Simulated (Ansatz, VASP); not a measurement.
# Pt in VASP and in Ansatz

INCAR

```
SYSTEM = Pt
ALGO = Normal
EDIFF = 1E-6
ENCUT = 520
GGA = PE
ISIF = 2
ISMEAR = 0
LASPH = .True.
LCHARG = .False.
LREAL = .False.
LWAVE = .False.
NBANDS = 11
NELM = 80
PREC = Accurate
SIGMA = 0.15
```

KPOINTS

```
k-points
0
Gamma
  20 20 20
  0 0 0
```

The input POSCAR:

```
Pt
1.0
    0.0000000000      1.9579000000      1.8600050000
    1.9579000000      0.0000000000      1.8600050000
    1.9579000000      1.9579000000      0.0000000000
Pt
1
Direct
    0.0000000000      0.0000000000      0.0000000000
```

Input for Ansatz:

```yaml
crystal:
  lattice:
    - [0.0, 1.9579, 1.860005]
    - [1.9579, 0.0, 1.860005]
    - [1.9579, 1.9579, 0.0]
  atoms:
    - { symbol: Pt, position: [0.0, 0.0, 0.0] }
basis:
  ecutwfc: 420
kpoints:
  mp_grid: { grid: [20, 20, 20] }
hamiltonian:
  xc: pbe
scf:
  occupations: { method: gaussian, width: 0.15 }
output:
  forces: true
  stress: true
  eigenvalues: true
```

Change from the starting cell: strain +0.000 along x and y, -0.050 along z, atoms carried along.

Alike in both runs: task single point; functional PBE; k mesh 20 × 20 × 20; occupations gaussian, width 0.15 eV; no spin polarisation.

|  | VASP | Ansatz |
| --- | --- | --- |
| version | VASP 6.6.1 | Ansatz 0.2.0 |
| potentials or method | VASP PAW PBE potentials, release 64 (Pt), cutoff 520 eV | scalar-relativistic, plane waves, PAW |
| valence electrons in the cell | 10 | 18 |

```csv
,VASP,Ansatz,Ansatz less VASP
gap on the k mesh at the Fermi level (eV),none,none,-
pressure (GPa),29.3,29.9,+0.60
"traceless stress, the component that is largest in VASP (GPa)",3.30,3.32,+0.018
```

A gap of «none» marks a metal or a gap that the smearing closes. Both programs put the cell under a high pressure, so it lies far from rest at this level. The functional is the same, so the differences come from potentials, cutoffs and numerics. VASP's potentials hold 10 valence electrons a cell and Ansatz's 18, so a difference there can come from the potentials and not from the codes.

Spin-orbit coupling is off throughout.
